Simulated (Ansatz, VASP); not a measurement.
Two plane-wave programs on I

INCAR

```
ALGO     = Normal         # electronic algorithm
EDIFF    = 1E-6           # SCF threshold, eV
ENCUT    = 500            # plane-wave cutoff, eV
GGA      = PE             # functional
GGA_COMPAT= F            
ISIF     = 2              # what is computed and relaxed
ISMEAR   = 1              # smearing method
LASPH    = T              # aspherical terms in the spheres
LCHARG   = T              # write CHGCAR
LELF     = T              # ELF
LREAL    = F              # projectors in reciprocal space
LVHAR    = T            
LWAVE    = F              # write WAVECAR
NBANDS   = 10             # bands
NELM     = 120            # most SCF steps
PREC     = Accurate       # precision mode
SIGMA    = 0.1            # smearing width, eV
```

The input KPOINTS:

```
k-points
0
Gamma
  11 11 11
```

File POSCAR:

```
I
1.0
   -1.6174500000      1.6174500000      4.2648000000
    1.6174500000     -1.6174500000      4.2648000000
    1.6174500000      1.6174500000     -4.2648000000
I
1
Direct
    0.0000000000      0.0000000000      0.0000000000
```

Input for Ansatz:

```yaml
crystal:
  lattice:
    a: 3.2349
    b: 3.2349
    c: 8.5296
    alpha: 90.0
    beta: 90.0
    gamma: 90.0
  space_group: 139
  setting:
    hermann_mauguin: I4/mmm
  atoms:
    - { symbol: I, position: [0.0, 0.0, 0.0] }
  reduce_to_primitive: true
basis:
  ecutwfc: 476.19925930478996
kpoints:
  mp_grid:
    grid: [11, 11, 11]
hamiltonian:
  xc: pbe
scf:
  occupations:
    method: methfessel_paxton
output:
  xc_energy_on_converged_density: [revpbe, lda, rpbe]
  stress: true
  eigenvalues: true
```

Alike in both runs: task single point; functional PBE; k mesh 11 × 11 × 11; no spin polarisation.

|  | VASP | Ansatz |
| --- | --- | --- |
| version | VASP 6.6.1 | Ansatz 0.2.0 |
| potentials or method | VASP PAW PBE potentials, release 64 (I), cutoff 500 eV | plane waves, PAW |
| occupations | methfessel-paxton of order 1, width 0.1 eV | methfessel-paxton of order 1 |
| valence electrons in the cell | 7 | 17 |

|  | VASP | Ansatz | Ansatz less VASP |
| --- | --- | --- | --- |
| gap on the k mesh at the Fermi level (eV) | none | none | - |
| pressure (GPa) | 0.1 | 0.1 | +0.03 |

A gap of «none» marks a metal or a gap that the smearing closes. VASP's potentials hold 7 valence electrons a cell and Ansatz's 17, so a difference there can come from the potentials and not from the codes.

Neither program's run includes spin-orbit coupling.
